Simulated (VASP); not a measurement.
Crystal: Mg2SO.

```xyz
4
Lattice="3.6749 0.0000 0.0000 0.0000 3.6749 0.0000 0.0000 0.0000 4.8840" Properties=species:S:1:pos:R:3 pbc="T T T"
O     0.0000    0.0000    0.0000
Mg    0.0000    1.8374    3.9624
Mg    1.8374    0.0000    0.9215
S     1.8374    1.8374    2.4420
```

Base run:

```yaml
Program: VASP 6.6.1
Functional: PBE
Potentials_or_basis: VASP PAW PBE potentials, release 64 (O, Mg, S)
Cutoff: 520 eV
k_mesh: 8 × 8 × 6
Occupations: gaussian, width 0.01 eV
Spin: no spin polarisation
```

Its results: band gap on the k mesh 1.62 eV (least direct gap 1.77 eV); pressure 1.7 GPa; largest force 0.013 eV/Å.

Q: The run is repeated on the same cell with these changes: functional from PBE to r2SCAN; k mesh from 8 × 8 × 6 to 6 × 6 × 4. What comes out?

A: Band gap on the k mesh 2.17 eV (least direct gap 2.32 eV); pressure -0.5 GPa; largest force 0.007 eV/Å.

Several settings changed at once.

Caveats: the PAW data sets were made with another functional, which shifts forces and pressure a little (at least some runs).

A k mesh can miss the band edges.
